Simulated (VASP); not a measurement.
# BaAgGe (P4/nmm) in VASP: single point with PBE

Aim: the single point of BaAgGe with PBE.

Everything below comes from runs of VASP 6.6.1. Logs are shortened: lines on timing, memory, paths and dates and some standing lists are left out, and cuts for length are marked.

## Step 1: The cell of the first run

Symmetry: P4/nmm, No. 129, tetragonal system. Conventional cell: a = 4.710 Å, b = 4.710 Å, c = 8.290 Å, α = 90.00°, β = 90.00°, γ = 90.00°. Ag (site symmetry -4m2) has 4 Ge at 2.84 Å and 4 Ag at 3.33 Å and 4 Ba at 3.62 Å within 3.7 Å. Within 4.8 Å of Ba (site symmetry 4mm) lie 6 Ge at 3.53 to 4.33 Å and 4 Ag at 3.62 Å and 8 Ba at 4.34 to 4.71 Å. Within 3.7 Å of Ge (site symmetry 4mm) lie 4 Ag at 2.84 Å and 4 Ba at 3.53 Å.

## Step 2: Single point, PBE

INCAR reads:

```
  PREC = Accurate
  ENCUT = 520
  EDIFF = 1E-7
  ISMEAR = -1
  SIGMA = 0.1
  LREAL = False
  LASPH = True
  NELM = 80
  ALGO = Normal
  ISIF = 2
  LWAVE = False
  LCHARG = True
  GGA = PE
  LELF = True
  LVHAR = True
  NBANDS = 44
```

KPOINTS reads:

```
regular mesh
0
Gamma
  7 7 4
```

POSCAR reads:

```
BaAgGe
1.0
    4.7101310000      0.0000000000      0.0000000000
    0.0000000000      4.7101310000      0.0000000000
    0.0000000000      0.0000000000      8.2898310000
Ag Ba Ge
2 2 2
Direct
    0.0000000000      0.0000000000      0.0000000000
    0.5000000000      0.5000000000      0.0000000000
    0.5000000000      0.0000000000      0.6680000000
    0.0000000000      0.5000000000      0.3320000000
    0.5000000000      0.0000000000      0.1905000000
    0.0000000000      0.5000000000      0.8095000000
```

Potentials or basis: VASP PAW PBE potentials, release 64 (Ag, Ba_sv, Ge_d).

Command:

```
cat potpaw_PBE.64/Ag/POTCAR potpaw_PBE.64/Ba_sv/POTCAR potpaw_PBE.64/Ge_d/POTCAR > POTCAR
mpirun -np 1 vasp_std > vasp.out
```

OUTCAR:

```text
PREC = Accurate
   ENCUT = 520
   EDIFF = 1E-7
   ISMEAR = -1
   LREAL = False
   LASPH = True
   NELM = 80
   ISIF = 2
   GGA = PE

 ion  position               nearest neighbor table
   1  0.000  0.000  0.000-   5 2.84   6 2.84   6 2.84   5 2.84   2 3.33   2 3.33   2 3.33   2 3.33
                             3 3.62   3 3.62   4 3.62   4 3.62
   2  0.500  0.500  0.000-   5 2.84   6 2.84   5 2.84   6 2.84   1 3.33   1 3.33   1 3.33   1 3.33
                             3 3.62   4 3.62   3 3.62   4 3.62
   3  0.500  0.000  0.668-   6 3.53   6 3.53   6 3.53   6 3.53   2 3.62   1 3.62   1 3.62   2 3.62
                             4 4.34   4 4.34   4 4.34   4 4.34
   4  0.000  0.500  0.332-   5 3.53   5 3.53   5 3.53   5 3.53   2 3.62   2 3.62   1 3.62   1 3.62
                             3 4.34   3 4.34   3 4.34   3 4.34
   5  0.500  0.000  0.191-   1 2.84   2 2.84   2 2.84   1 2.84   4 3.53   4 3.53   4 3.53   4 3.53

   6  0.000  0.500  0.809-   1 2.84   2 2.84   1 2.84   2 2.84   3 3.53   3 3.53   3 3.53   3 3.53

  LATTYP: Found a simple tetragonal cell.
 ALAT       =     4.7101310000
 C/A-ratio  =     1.7600000934

  Lattice vectors:

 A1 = (   4.7101310000,   0.0000000000,   0.0000000000)
 A2 = (   0.0000000000,   4.7101310000,   0.0000000000)
 A3 = (   0.0000000000,   0.0000000000,   8.2898310000)

Analysis of symmetry for initial positions (statically):
=====================================================================
 Subroutine PRICEL returns:
 Original cell was already a primitive cell.

 Routine SETGRP: Setting up the symmetry group for a
 simple tetragonal supercell.

 Subroutine GETGRP returns: Found 16 space group operations
 (whereof  8 operations were pure point group operations)
 out of a pool of 16 trial point group operations.

The static configuration has the point symmetry D_2d.
 The point group associated with its full space group is D_4h.

Analysis of symmetry for dynamics (positions and initial velocities):
=====================================================================
 Subroutine PRICEL returns:
 Original cell was already a primitive cell.

 Routine SETGRP: Setting up the symmetry group for a
 simple tetragonal supercell.

 Subroutine GETGRP returns: Found 16 space group operations
 (whereof  8 operations were pure point group operations)
 out of a pool of 16 trial point group operations.

The dynamic configuration has the point symmetry D_2d.
 The point group associated with its full space group is D_4h.

 Subroutine INISYM returns: Found 16 space group operations
 (whereof  8 operations are pure point group operations),
 and found     1 'primitive' translations

----------------------------------------------------------------------------------------

                                     Primitive cell

  volume of cell :     183.9127

  direct lattice vectors                    reciprocal lattice vectors
     4.710131000  0.000000000  0.000000000     0.212308320  0.000000000  0.000000000
     0.000000000  4.710131000  0.000000000     0.000000000  0.212308320  0.000000000
     0.000000000  0.000000000  8.289831000     0.000000000  0.000000000  0.120629721

  length of vectors
     4.710131000  4.710131000  8.289831000     0.212308320  0.212308320  0.120629721

  position of ions in fractional coordinates (direct lattice)
     0.000000000  0.000000000  0.000000000
     0.500000000  0.500000000  0.000000000
     0.500000000  0.000000000  0.668000000
     0.000000000  0.500000000  0.332000000
     0.500000000  0.000000000  0.190500000
     0.000000000  0.500000000  0.809500000

  ion indices of the primitive-cell ions
   primitive index   ion index
                 1           1
                 2           2
                 3           3
                 4           4
                 5           5
                 6           6

----------------------------------------------------------------------------------------

 KPOINTS: regular mesh

Automatic generation of k-mesh.
 Grid dimensions read from file:
 generate k-points for:    7    7    4

 Generating k-lattice:

  Cartesian coordinates                     Fractional coordinates (reciprocal lattice)
     0.030329760  0.000000000  0.000000000     0.142857143  0.000000000  0.000000000
     0.000000000  0.030329760  0.000000000     0.000000000  0.142857143  0.000000000
     0.000000000  0.000000000  0.030157430     0.000000000  0.000000000  0.250000000

  Length of vectors
     0.030329760  0.030329760  0.030157430

  Shift w.r.t. Gamma in fractional coordinates (k-lattice)
     0.000000000  0.000000000  0.000000000

 Subroutine IBZKPT returns following result:
 ===========================================

 Found     30 irreducible k-points:

 Following reciprocal coordinates:
            Coordinates               Weight
  0.000000  0.000000  0.000000      1.000000
  0.142857  0.000000  0.000000      4.000000
  0.285714  0.000000  0.000000      4.000000
  0.428571  0.000000  0.000000      4.000000
  0.142857  0.142857  0.000000      4.000000
  0.285714  0.142857  0.000000      8.000000
[... 16 lines left out ...]
  0.285714  0.000000  0.500000      4.000000
  0.428571  0.000000  0.500000      4.000000
 [... further k-points ...]
   k-points           NKPTS =     30   k-points in BZ     NKDIM =     30   number of bands    NBANDS=     44
   number of dos      NEDOS =    301   number of ions     NIONS =      6
   total plane-waves  NPLWV =  82944
   dimension x,y,z NGX =    36 NGY =   36 NGZ =   64
   dimension x,y,z NGXF=    72 NGYF=   72 NGZF=  128
   ions per type =               2   2   2
   NGX,Y,Z   is equivalent  to a cutoff of  12.71, 12.71, 12.83 a.u.
   NGXF,Y,Z  is equivalent  to a cutoff of  25.41, 25.41, 25.67 a.u.
 SYSTEM =  unknown system
   PREC   = accura    normal or accurate (medium, high low for compatibility)
   ISTART =      0    job   : 0-new  1-cont  2-samecut
   ICHARG =      2    charge: 1-file 2-atom 10-const
   ISPIN  =      1    spin polarized calculation?
   LNONCOLLINEAR =      F non collinear calculations
   LSORBIT =      F    spin-orbit coupling
   LASPH  =      T    aspherical Exc in radial PAW
   ENCUT  =  520.0 eV  38.22 Ry    6.18 a.u.   8.76  8.76 15.41*2*pi/ulx,y,z
   NELM   =     80;   NELMIN=  2; NELMDL= -5     # of ELM steps
   EDIFF  = 0.1E-06   stopping-criterion for ELM
   LREAL  =      F    real-space projection
   EDIFFG = 0.1E-05   stopping-criterion for IOM
   NSW    =      0    number of steps for IOM
   IBRION =     -1    ionic relax: 0-MD 1-quasi-New 2-CG
   NFREE  =      0    steps in history (QN), initial steepest desc. (CG)
   ISIF   =      2    stress and relaxation
   ISYM   =      2    0-nonsym 1-usesym 2-fastsym
   POTIM  = 0.5000    time-step for ionic-motion
   TEBEG  =    0.0;   TEEND  =   0.0 temperature during run
   PSTRESS=    0.0 pullay stress
   NELECT =      70.0000    total number of electrons
   NUPDOWN=      -1.0000    fix difference up-down
   EMIN   =  10.00;   EMAX   =-10.00  energy-range for DOS
   EFERMI =   0.00;   METHOD = LEGACY
   ISMEAR =    -1;   SIGMA  =   0.10  broadening in eV -4-tet -1-fermi 0-gaus
   EFERMI_NEDOS =   21; number of points for ismear=-14 and -15
   IALGO  =     38    algorithm
   IMIX   =      4    mixing-type and parameters
     AMIX     =   0.40;   BMIX     =  1.00
     AMIX_MAG =   1.60;   BMIX_MAG =  1.00
  volume/ion in A,a.u.               =      30.65       206.85
  Fermi-wavevector in a.u.,A,eV,Ry     =   1.186416  2.242001 19.151325  1.407583
  Thomas-Fermi vector in A             =   2.322589
   LORBIT       =      0    0 simple, 1 ext, 2 COOP (PROOUT), +10 PAW based schemes
   GGA     = PE    functional components
   LHFCALC =     F    Hartree Fock is set to
   AEXX    =    0.0000 exact exchange contribution
   IVDW    =     0    specifies the selected vdW correction
   LEPSILON=     F    determine dielectric tensor
   LRPA    =     F    only Hartree local field effects (RPA)
 non-spin polarized calculation
  energy-cutoff  :      520.00
  volume of cell :      183.91
 maximum number of plane-waves:      4998
 NGX is ok and might be reduce to    36
   NGX = 17   NGY = 17   NGZ = 31

 number of electron      70.0000035 magnetization

 Free energy of the ion-electron system (eV)
  ---------------------------------------------------
  ext. energy  EPLUGINS =         0.00000000
  ---------------------------------------------------
  free energy    TOTEN  =       -20.17873394 eV

  energy without entropy =      -20.02039511  energy(sigma->0) =      -20.09956452

 E-fermi :   3.7420     XC(G=0):  -9.3359

 val. band max:        3.7336185529   @ k =   0.4286   0.1429   0.5000
 cond. band min:       3.7512873915   @ k =   0.1429   0.1429   0.5000
 fundamental gap:      0.0176688387
 Fermi energy:         3.7420187055

 k-point     1 :       0.0000    0.0000    0.0000
  band No.  band energies     occupation
      1     -24.4621      2.00000
      2     -24.4207      2.00000
      3     -20.2337      2.00000
      4     -20.2337      2.00000
      5     -20.2332      2.00000
      6     -20.2332      2.00000
[... 36 lines left out ...]
     43       6.8802      0.00000
     44       7.0762      0.00000

 k-point     2 :       0.1429    0.0000    0.0000
  band No.  band energies     occupation
      1     -24.4586      2.00000
      2     -24.4213      2.00000
      3     -20.2337      2.00000
      4     -20.2337      2.00000
      5     -20.2333      2.00000
      6     -20.2332      2.00000
[... 36 lines left out ...]
     43       7.3537      0.00000
     44       7.6098      0.00000

 k-point     3 :       0.2857    0.0000    0.0000
  band No.  band energies     occupation
      1     -24.4497      2.00000
      2     -24.4238      2.00000
      3     -20.2338      2.00000
      4     -20.2336      2.00000
      5     -20.2334      2.00000
      6     -20.2333      2.00000
[... 976 lines left out ...]
     43       7.1931      0.00000
     44       7.5017      0.00000

 k-point    24 :       0.4286    0.0000    0.5000
  band No.  band energies     occupation
      1     -24.4387      2.00000
      2     -24.4296      2.00000
      3     -20.2337      2.00000
      4     -20.2336      2.00000
      5     -20.2335      2.00000
      6     -20.2334      2.00000
[... 36 lines left out ...]
     43       7.5747      0.00000
     44       7.6323      0.00000

 [... further k-points ...]

------------------------ aborting loop because EDIFF is reached ----------------------------------------

  FORCE on cell =-STRESS in cart. coord.  units (eV):
  Direction    XX          YY          ZZ          XY          YZ          ZX
  --------------------------------------------------------------------------------------
  -------------------------------------------------------------------------------------
  Total       -2.6394180     -2.6394180     -4.1590931      0.0000000      0.0000000      0.0000000
  in kB      -22.9936074    -22.9936074    -36.2324393      0.0000000      0.0000000      0.0000000
  external PRESSURE =     -27.4065514 kB  Pullay stress =       0.0000000 kB

 VOLUME and BASIS-vectors are now :
 -----------------------------------------------------------------------------
  energy-cutoff  :      520.00
  volume of cell :      183.91
      direct lattice vectors                 reciprocal lattice vectors
     4.710131000  0.000000000  0.000000000     0.212308320  0.000000000  0.000000000
     0.000000000  4.710131000  0.000000000     0.000000000  0.212308320  0.000000000
     0.000000000  0.000000000  8.289831000     0.000000000  0.000000000  0.120629721

 POSITION                                       TOTAL-FORCE (eV/Angst)
 -----------------------------------------------------------------------------------
      0.00000      0.00000      0.00000         0.000000      0.000000      0.000000
      2.35507      2.35507      0.00000         0.000000      0.000000      0.000000
      2.35507      0.00000      5.53761         0.000000      0.000000      0.622722
      0.00000      2.35507      2.75222         0.000000      0.000000     -0.622722
      2.35507      0.00000      1.57921         0.000000      0.000000     -0.200416
      0.00000      2.35507      6.71062         0.000000      0.000000      0.200416
 -----------------------------------------------------------------------------------
    total drift:                                0.000000      0.000000      0.000000

  FREE ENERGIE OF THE ION-ELECTRON SYSTEM (eV)
  ---------------------------------------------------
  free  energy   TOTEN  =       -20.1787339363 eV

  energy  without entropy=      -20.0203951087  energy(sigma->0) =      -20.09956452
```

It took 1.8 min on 1 thread of Intel Xeon 6975P-C (Granite Rapids), shared host; peak memory 0.41 GiB.

Results:

```yaml
Free_energy: -20.1787 eV
Pressure: -2.7 GPa
Largest_force: 0.623 eV/Å
Band_gap_on_the_k_mesh: zero (bands 35 and 36 overlap by 1.03 eV)
```

Forces in eV/Å, atoms in the order of the input:
```
Ag   0.000  0.000  0.000
Ag   0.000  0.000  0.000
Ba   0.000  0.000  0.623
Ba   0.000  0.000 -0.623
Ge   0.000  0.000 -0.200
Ge   0.000  0.000  0.200
```

Caveat: spin-orbit coupling is left out, which moves the levels of the heavy elements.
